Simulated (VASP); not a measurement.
# Be3Al5 (P4/mmm) in VASP: notebook, part 2 of 2

VASP 6.6.1. The steps go on from the part before.

### Step 4. Single point, PBE

This run uses another cell than the first one, of 13.62 Å³/atom.

Contents of INCAR:

```
PREC = Accurate ; ENCUT = 520
EDIFF = 1E-6 ; ISMEAR = 0
SIGMA = 0.1 ; LREAL = False
LASPH = True ; NELM = 80
ALGO = Fast ; ISIF = 2
LWAVE = False ; LCHARG = False
GGA = PE ; NBANDS = 20
```

Contents of KPOINTS:

```
Automatic mesh
0
Gamma
  6 6 12
```

Contents of POSCAR:

```
Be3Al5
1.0
    6.3000126320      0.0000000000      0.0000000000
    0.0000000000      6.3000126320      0.0000000000
    0.0000000000      0.0000000000      2.7461089081
Be Al
3 5
Direct
    0.0000000000      0.5000000000      0.0000000000
    0.5000000000      0.0000000000      0.0000000000
    0.5000000000      0.5000000000      0.0000000000
    0.7324581757      0.7324581757      0.5000000000
    0.2675418243      0.2675418243      0.5000000000
    0.2675418243      0.7324581757      0.5000000000
    0.0000000000      0.0000000000      0.0000000000
    0.7324581757      0.2675418243      0.5000000000
```

Potentials or basis: VASP PAW PBE potentials, release 64 (Be, Al).

Started as:

```console
$ cat potpaw_PBE.64/Be/POTCAR potpaw_PBE.64/Al/POTCAR > POTCAR
$ mpirun -np 1 vasp_std > vasp.out
```

OUTCAR:

```text
PREC = Accurate
   ENCUT = 520
   EDIFF = 1E-6
   ISMEAR = 0
   LREAL = False
   LASPH = True
   NELM = 80
   ISIF = 2
   GGA = PE

 ion  position               nearest neighbor table
   1  0.000  0.500  0.000-   4 2.62   5 2.62   6 2.62   8 2.62   4 2.62   5 2.62   6 2.62   8 2.62

   2  0.500  0.000  0.000-   4 2.62   5 2.62   6 2.62   8 2.62   4 2.62   5 2.62   6 2.62   8 2.62

   3  0.500  0.500  0.000-   4 2.48   5 2.48   6 2.48   8 2.48   4 2.48   5 2.48   6 2.48   8 2.48
[... 9 lines left out ...]
   8  0.732  0.268  0.500-   3 2.48   3 2.48   1 2.62   1 2.62   2 2.62   2 2.62   7 2.75   7 2.75
                             5 2.93   4 2.93

  LATTYP: Found a simple tetragonal cell.
 ALAT       =     6.3000126320
 C/A-ratio  =     0.4358894289

  Lattice vectors:

 A1 = (   6.3000126320,   0.0000000000,   0.0000000000)
 A2 = (   0.0000000000,   6.3000126320,   0.0000000000)
 A3 = (   0.0000000000,   0.0000000000,   2.7461089081)

Analysis of symmetry for initial positions (statically):
[... 186 lines left out ...]

 E-fermi :   7.5624     XC(G=0): -10.2184

 val. band max:        7.5557240597   @ k =   0.5000   0.1667   0.3333
 cond. band min:       7.5731548745   @ k =   0.3333   0.1667   0.5000
 fundamental gap:      0.0174308148
 Fermi energy:         7.5623881212

 k-point     1 :       0.0000    0.0000    0.0000
  band No.  band energies     occupation
      1      -3.5423      2.00000
      2      -0.4128      2.00000
      3      -0.4128      2.00000
      4      -0.1152      2.00000
      5       0.8538      2.00000
      6       2.9489      2.00000
[... 541 lines left out ...]
     19      13.4560      0.00000
     20      13.6173      0.00000

 [... further k-points ...]
[... 5 lines left out ...]
  --------------------------------------------------------------------------------------
  -------------------------------------------------------------------------------------
  Total        0.0028087      0.0028087     -0.0083307      0.0000000      0.0000000      0.0000000
  in kB        0.0412878      0.0412878     -0.1224598      0.0000000      0.0000000      0.0000000
  external PRESSURE =      -0.0132948 kB  Pullay stress =       0.0000000 kB

 VOLUME and BASIS-vectors are now :
 -----------------------------------------------------------------------------
  energy-cutoff  :      520.00
  volume of cell :      108.99
      direct lattice vectors                 reciprocal lattice vectors
     6.300012632  0.000000000  0.000000000     0.158729840  0.000000000  0.000000000
     0.000000000  6.300012632  0.000000000     0.000000000  0.158729840  0.000000000
     0.000000000  0.000000000  2.746108908     0.000000000  0.000000000  0.364151617

 POSITION                                       TOTAL-FORCE (eV/Angst)
 -----------------------------------------------------------------------------------
      0.00000      3.15001      0.00000         0.000000      0.000000     -0.000000
      3.15001      0.00000      0.00000         0.000000      0.000000     -0.000000
      3.15001      3.15001      0.00000         0.000000      0.000000     -0.000000
      4.61450      4.61450      1.37305         0.002037      0.002037     -0.000000
      1.68552      1.68552      1.37305        -0.002037     -0.002037     -0.000000
      1.68552      4.61450      1.37305        -0.002037      0.002037      0.000000
      0.00000      0.00000      0.00000         0.000000      0.000000     -0.000000
      4.61450      1.68552      1.37305         0.002037     -0.002037     -0.000000
 -----------------------------------------------------------------------------------
    total drift:                               -0.000000     -0.000000     -0.000000

  FREE ENERGIE OF THE ION-ELECTRON SYSTEM (eV)
  ---------------------------------------------------
  free  energy   TOTEN  =       -27.9309047551 eV

  energy  without entropy=      -27.9144974020  energy(sigma->0) =      -27.92270108
```

OSZICAR:

```text
N       E                     dE             d eps       ncg     rms          rms(c)
DAV:   1     0.181723195725E+02    0.18172E+02   -0.73152E+03  2808   0.814E+02
DAV:   2    -0.263451403040E+02   -0.44517E+02   -0.42536E+02  3544   0.120E+02
DAV:   3    -0.282924060214E+02   -0.19473E+01   -0.19041E+01  3968   0.236E+01
DAV:   4    -0.283222578582E+02   -0.29852E-01   -0.29762E-01  3448   0.342E+00
DAV:   5    -0.283228571854E+02   -0.59933E-03   -0.59926E-03  3628   0.536E-01    0.363E+00
RMM:   6    -0.280135466391E+02    0.30931E+00   -0.33245E-01  2927   0.196E+00    0.195E+00
RMM:   7    -0.279463864904E+02    0.67160E-01   -0.83985E-02  3190   0.112E+00    0.849E-01
RMM:   8    -0.279320352895E+02    0.14351E-01   -0.19905E-02  3350   0.642E-01    0.197E-01
RMM:   9    -0.279308789648E+02    0.11563E-02   -0.20789E-03  3238   0.368E-01    0.545E-02
RMM:  10    -0.279308993707E+02   -0.20406E-04   -0.43521E-04  3418   0.125E-01    0.351E-02
RMM:  11    -0.279309043859E+02   -0.50152E-05   -0.78618E-05  3455   0.650E-02    0.630E-03
RMM:  12    -0.279309040731E+02    0.31283E-06   -0.29864E-05  3642   0.347E-02    0.163E-02
RMM:  13    -0.279309047551E+02   -0.68209E-06   -0.59429E-06  2929   0.150E-02
   1 F= -.27930905E+02 E0= -.27922701E+02  d E =-.164074E-01
```

stdout:

```text
POSCAR found type information on POSCAR BeAl
 POSCAR found :  2 types and       8 ions
 scaLAPACK will be used
 LDA part: xc-table for (Slater+PW92), standard interpolation
 POSCAR, INCAR and KPOINTS ok, starting setup
 FFT: planning ... GRIDC
 FFT: planning ... GRID_SOFT
 FFT: planning ... GRID
 WAVECAR not read
 entering main loop
```

It took 83 s on 1 thread of Intel Xeon Platinum 8259CL at 2.50GHz (Skylake/Cascade Lake), shared host; peak memory 0.28 GiB.

Results:

| Property | Result |
| --- | --- |
| Free energy | -27.9309 eV |
| Pressure | 0.0 GPa |
| Band gap on the k mesh | zero (an odd number of electrons rules out a gap without spin polarisation) |

Forces in eV/Å, atoms in the order of the input:
```
Be   0.000  0.000  0.000
Be   0.000  0.000  0.000
Be   0.000  0.000  0.000
Al   0.002  0.002  0.000
Al  -0.002 -0.002  0.000
Al  -0.002  0.002  0.000
Al   0.000  0.000  0.000
Al   0.002 -0.002  0.000
```

### Step 5. Relaxation of cell and atoms, PBE

Contents of INCAR:

```
SYSTEM = Be3Al5
  PREC = Accurate
  ENCUT = 600
  EDIFF = 1E-6
  ISMEAR = 0
  SIGMA = 0.1
  LREAL = .False.
  LASPH = .True.
  NELM = 60
  ALGO = Normal
  ISIF = 3
  LWAVE = .False.
  LCHARG = .False.
  GGA = PE
  IBRION = 2
  NSW = 90
  EDIFFG = -0.04
```

Contents of KPOINTS:

```
regular mesh
0
Gamma
  4 4 6
  0 0 0
```

Contents of POSCAR:

```
Be3Al5
1.0
    5.9299877400      0.0000000000      0.0000000000
    0.0000000000      5.9299877400      0.0000000000
    0.0000000000      0.0000000000      2.9649938700
Be Al
3 5
Direct
    0.0000000000      0.5000000000      0.0000000000
    0.5000000000      0.0000000000      0.0000000000
    0.5000000000      0.5000000000      0.0000000000
    0.7500000000      0.7500000000      0.5000000000
    0.2500000000      0.2500000000      0.5000000000
    0.2500000000      0.7500000000      0.5000000000
    0.0000000000      0.0000000000      0.0000000000
    0.7500000000      0.2500000000      0.5000000000
```

Potentials or basis: VASP PAW PBE potentials, release 64 (Be, Al).

Started as:

```console
$ cat potpaw_PBE.64/Be/POTCAR potpaw_PBE.64/Al/POTCAR > POTCAR
$ mpirun -np 1 vasp_std > vasp.out
```

OUTCAR:

```text
SYSTEM = Be3Al5
   PREC = Accurate
   ENCUT = 600
   EDIFF = 1E-6
   ISMEAR = 0
   LREAL = .False.
   LASPH = .True.
   NELM = 60
   ISIF = 3
   GGA = PE
   IBRION = 2
   NSW = 90
   EDIFFG = -0.04

 ion  position               nearest neighbor table
   1  0.000  0.500  0.000-   4 2.57   5 2.57   6 2.57   8 2.57   4 2.57   5 2.57   6 2.57   8 2.57

   2  0.500  0.000  0.000-   4 2.57   5 2.57   6 2.57   8 2.57   4 2.57   5 2.57   6 2.57   8 2.57

   3  0.500  0.500  0.000-   4 2.57   5 2.57   6 2.57   8 2.57   4 2.57   5 2.57   6 2.57   8 2.57
[... 9 lines left out ...]
   8  0.750  0.250  0.500-   1 2.57   2 2.57   3 2.57   7 2.57   1 2.57   2 2.57   3 2.57   7 2.57
                             5 2.96   4 2.96   4 2.96   5 2.96

  LATTYP: Found a simple tetragonal cell.
 ALAT       =     5.9299877400
 C/A-ratio  =     0.5000000000

  Lattice vectors:

 A1 = (   5.9299877400,   0.0000000000,   0.0000000000)
 A2 = (   0.0000000000,   5.9299877400,   0.0000000000)
 A3 = (   0.0000000000,   0.0000000000,   2.9649938700)
[... 198 lines left out ...]
  external PRESSURE =      44.7345511 kB  Pullay stress =       0.0000000 kB
[... 155 lines left out ...]
--------------------------------------- Ionic step        5  -------------------------------------------

 number of electron      21.0000000 magnetization

 Free energy of the ion-electron system (eV)
  ---------------------------------------------------
  ext. energy  EPLUGINS =         0.00000000
  ---------------------------------------------------
  free energy    TOTEN  =       -27.80382205 eV

  energy without entropy =      -27.79043809  energy(sigma->0) =      -27.79713007

 E-fermi :   7.4971     XC(G=0): -10.2387

 val. band max:        7.4590629125   @ k =   0.5000   0.2500   0.1667
 cond. band min:       7.5323771175   @ k =   0.2500   0.0000   0.3333
 fundamental gap:      0.0733142051
 Fermi energy:         7.4971235223

 k-point     1 :       0.0000    0.0000    0.0000
  band No.  band energies     occupation
      1      -3.5184      2.00000
      2       0.0394      2.00000
      3       0.0394      2.00000
      4       0.2680      2.00000
      5       1.1531      2.00000
      6       3.4883      2.00000
      7       3.4883      2.00000
      8       4.7715      2.00000
      9       5.3034      2.00000
     10       9.8947      0.00000
     11      10.3173      0.00000
     12      10.3173      0.00000
     13      12.0133      0.00000
     14      12.1658      0.00000
[... 448 lines left out ...]
  FREE ENERGIE OF THE ION-ELECTRON SYSTEM (eV)
  ---------------------------------------------------
  free  energy   TOTEN  =       -27.8038220470 eV

  energy  without entropy=      -27.7904380943  energy(sigma->0) =      -27.79713007

 reached required accuracy - stopping structural energy minimisation
```

OSZICAR:

```text
N       E                     dE             d eps       ncg     rms          rms(c)
DAV:   1     0.305500415629E+02    0.30550E+02   -0.81366E+03   720   0.122E+03
DAV:   2    -0.249487034616E+02   -0.55499E+02   -0.53873E+02   909   0.161E+02
DAV:   3    -0.277425854341E+02   -0.27939E+01   -0.25489E+01  1001   0.361E+01
DAV:   4    -0.277969637436E+02   -0.54378E-01   -0.54129E-01   895   0.590E+00
[... 40 lines left out ...]
DAV:   2    -0.278038393501E+02    0.92911E-03   -0.10003E-02   825   0.666E-01    0.641E-02
DAV:   3    -0.278038357531E+02    0.35970E-05   -0.50026E-04   937   0.161E-01    0.364E-02
DAV:   4    -0.278038229518E+02    0.12801E-04   -0.40594E-05   867   0.416E-02    0.150E-02
DAV:   5    -0.278038222080E+02    0.74376E-06   -0.13632E-05   874   0.219E-02    0.458E-03
DAV:   6    -0.278038220470E+02    0.16102E-06   -0.13261E-06   542   0.784E-03
   5 F= -.27803822E+02 E0= -.27797130E+02  d E =-.702984E-01
```

It took 94 s on 1 thread of Intel Xeon Platinum 8259CL at 2.50GHz (Skylake/Cascade Lake), shared host; peak memory 0.24 GiB.

Results:

| Quantity | Value |
| --- | --- |
| Free energy | -27.8038 eV |
| Relaxed volume | 13.56 Å³/atom |
| Relaxed cell | a = 5.985 Å, b = 5.985 Å, c = 3.030 Å, α = 90.00°, β = 90.00°, γ = 90.00° |
| Space group after relaxing (to 0.1 Å) | P4/mmm (No. 123) |
| Energy gained by relaxing | 48.5 meV/atom |
| Ionic steps | 5 |
| Pressure after relaxing | 0.1 GPa |
| Largest force after relaxing | 0.010 eV/Å |
| Band gap on the k mesh | zero (an odd number of electrons rules out a gap without spin polarisation) |

Forces in eV/Å, atoms in the order of the input:
```
Be   0.000  0.000  0.000
Be   0.000  0.000  0.000
Be   0.000  0.000  0.000
Al  -0.007 -0.007  0.000
Al   0.007  0.007  0.000
Al   0.007 -0.007  0.000
Al   0.000  0.000  0.000
Al  -0.007  0.007  0.000
```

Stress tensor (GPa, compression positive):
```
 0.11  0.00  0.00
 0.00  0.11  0.00
 0.00  0.00 -0.05
```

Step by step:
```csv
step,energy change (eV),largest force (eV/Å),pressure (GPa),volume (Å³)
1,0.0000,1.2701,4.47,104.26
2,-0.2916,0.6290,-0.89,109.85
3,-0.3178,0.4013,-2.68,112.21
4,-0.3838,0.1120,-0.66,109.40
5,-0.3881,0.0103,0.05,108.52
```

Final structure:
```xyz
8
Lattice="5.9845 0.0000 0.0000 0.0000 5.9845 0.0000 0.0000 0.0000 3.0301" Properties=species:S:1:pos:R:3 pbc="T T T"
Be    0.0000    2.9923    0.0000
Be    2.9923    0.0000    0.0000
Be    2.9923    2.9923    0.0000
Al    4.3954    4.3954    1.5150
Al    1.5891    1.5891    1.5150
Al    1.5891    4.3954    1.5150
Al    0.0000    0.0000    0.0000
Al    4.3954    1.5891    1.5150
```

Caveat: the highest band is partly filled, so the run has too few bands.

### Step 6. Relaxation of cell and atoms, PBE

This run uses another cell than the first one, of 13.55 Å³/atom.

Contents of INCAR:

```
SYSTEM = Be3Al5
PREC     = Accurate       ! precision mode
ENCUT    = 600            ! plane-wave cutoff, eV
EDIFF    = 1E-6           ! SCF threshold, eV
ISMEAR   = 0              ! smearing method
SIGMA    = 0.1            ! smearing width, eV
LREAL    = .False.        ! projectors in reciprocal space
LASPH    = .True.         ! aspherical terms in the spheres
NELM     = 80             ! most SCF steps
ALGO     = Fast           ! electronic algorithm
ISIF     = 3              ! what is computed and relaxed
LWAVE    = .False.        ! write WAVECAR
LCHARG   = .False.        ! write CHGCAR
GGA      = PE             ! functional
IBRION   = 2              ! ionic algorithm
NSW      = 100            ! ionic steps
EDIFFG   = -0.01          ! ionic threshold
```

Contents of KPOINTS:

```
Automatic mesh
0
Gamma
  6 6 12
  0 0 0
```

Contents of POSCAR:

```
Be3Al5
1.0
    5.9775453566      0.0000000000      0.0000000000
    0.0000000000      5.9775453566      0.0000000000
    0.0000000000      0.0000000000      3.0340037078
Be Al
3 5
Direct
    0.0000000000      0.5000000000      0.0000000000
    0.5000000000      0.0000000000      0.0000000000
    0.5000000000      0.5000000000      0.0000000000
    0.7348866486      0.7348866486      0.5000000000
    0.2651133514      0.2651133514      0.5000000000
    0.2651133514      0.7348866486      0.5000000000
    0.0000000000      0.0000000000      0.0000000000
    0.7348866486      0.2651133514      0.5000000000
```

Potentials or basis: VASP PAW PBE potentials, release 64 (Be, Al).

Started as:

```console
$ cat potpaw_PBE.64/Be/POTCAR potpaw_PBE.64/Al/POTCAR > POTCAR
$ mpirun -np 1 vasp_std > vasp.out
```

It took 6 min on 1 thread of Intel Xeon Platinum 8259CL at 2.50GHz (Skylake/Cascade Lake), shared host; peak memory 0.31 GiB.

The run converged. Its results:

```
Free energy                           : -27.8731 eV
Relaxed volume                        : 13.53 Å³/atom
Relaxed cell                          : a = 6.053 Å, b = 6.053 Å, c = 2.955 Å, α = 90.00°, β = 90.00°, γ = 90.00°
Space group after relaxing (to 0.1 Å) : P4/mmm (No. 123)
Energy gained by relaxing             : 1.5 meV/atom
Ionic steps                           : 11
Pressure after relaxing               : 0.0 GPa
Band gap on the k mesh                : zero (an odd number of electrons rules out a gap without spin polarisation)
```

Step by step:
| step | energy change (eV) | largest force (eV/Å) | pressure (GPa) | volume (Å³) |
| --- | --- | --- | --- | --- |
| 1 | 0.0000 | 0.0064 | -0.09 | 108.41 |
| 2 | -0.0022 | 0.0056 | 0.00 | 108.29 |
| 3 | -0.0079 | 0.0121 | 0.28 | 107.91 |
| 4 | -0.0082 | 0.0282 | 0.94 | 107.13 |
| 5 | -0.0102 | 0.0207 | 0.60 | 107.50 |
| 6 | -0.0117 | 0.0190 | 0.26 | 107.92 |
| 7 | -0.0119 | 0.0176 | 0.00 | 108.24 |
| 8 | -0.0122 | 0.0166 | 0.03 | 108.20 |
| 9 | -0.0122 | 0.0165 | 0.02 | 108.21 |
| 10 | -0.0122 | 0.0106 | 0.01 | 108.22 |
| 11 | -0.0123 | 0.0002 | 0.00 | 108.24 |

Final structure:
```
CELL_PARAMETERS angstrom
6.05258 0.00000 0.00000
0.00000 6.05258 0.00000
0.00000 0.00000 2.95456
ATOMIC_POSITIONS crystal
Be 0.00000 0.50000 0.00000
Be 0.50000 0.00000 0.00000
Be 0.50000 0.50000 0.00000
Al 0.73424 0.73424 0.50000
Al 0.26576 0.26576 0.50000
Al 0.26576 0.73424 0.50000
Al 0.00000 0.00000 0.00000
Al 0.73424 0.26576 0.50000
```

Levels at points of the mesh, in eV from the Fermi level:
```tsv
k point	band 6	band 7	band 8	band 9	band 10	band 11	band 12	band 13	band 14	band 15
(0.00, 0.00, 0.00)	-4.29	-4.29	-3.14	-2.53	2.33	2.33	2.98	4.30	4.58	5.21
(0.50, 0.00, 0.00)	-6.03	-2.82	-2.69	0.69	0.80	1.13	1.55	2.95	3.52	4.25
(0.50, 0.50, 0.00)	-2.50	-2.50	-2.12	-1.51	-1.34	-0.88	-0.88	4.12	4.70	4.70
(0.00, 0.00, 0.50)	-3.89	-2.88	-2.88	-2.72	-1.92	-0.74	-0.65	-0.65	-0.05	0.05
(0.50, 0.00, 0.50)	-3.35	-3.07	-3.04	-1.98	-1.88	-1.87	-1.51	0.95	1.05	1.27
(0.50, 0.50, 0.50)	-5.22	-4.95	-4.95	1.10	1.24	1.25	1.25	1.54	1.54	1.78
```

Caveat: the highest band is partly filled, so the run has too few bands.

### Step 7. The runs side by side

```csv
task,cell,k mesh,cutoff (eV),gap on the mesh (eV),pressure (GPa),relaxed volume (Å³/atom),largest force (eV/Å)
single point,"a = 5.930, b = 5.930, c = 2.965 Å, 8 atoms, atomic positions A",4 × 4 × 6,520,none,4.5,-,1.27
single point,"a = 5.978, b = 5.978, c = 3.034 Å, 8 atoms, atomic positions B",4 × 4 × 6,520,none,0.1,-,0.04
single point,"a = 6.300, b = 6.300, c = 2.746 Å, 8 atoms, atomic positions C",6 × 6 × 12,520,none,0.0,-,-
relaxation of cell and atoms,"relaxed from a = 5.930, b = 5.930, c = 2.965 Å, 8 atoms, atomic positions A",4 × 4 × 6,600,none,0.1,13.56,0.01
relaxation of cell and atoms,"relaxed from a = 5.978, b = 5.978, c = 3.034 Å, 8 atoms, atomic positions B",6 × 6 × 12,600,none,0.0,13.53,-
```

Alike in all rows: level PBE; potentials or basis VASP PAW PBE potentials, release 64 (Be, Al); no spin polarisation; smearing gaussian 0.1 eV.

Caveats: the highest band is partly filled, so the run has too few bands (at least some runs); the cell stands under pressure (at least some runs); forces of over 1 eV/Å act on the atoms, so gaps and moduli don't describe the material at rest (at least some runs).

Absolute energies hang on the potentials; compare differences alone.

The gap in the log of VASP goes by the Fermi energy; the results here count the filled bands.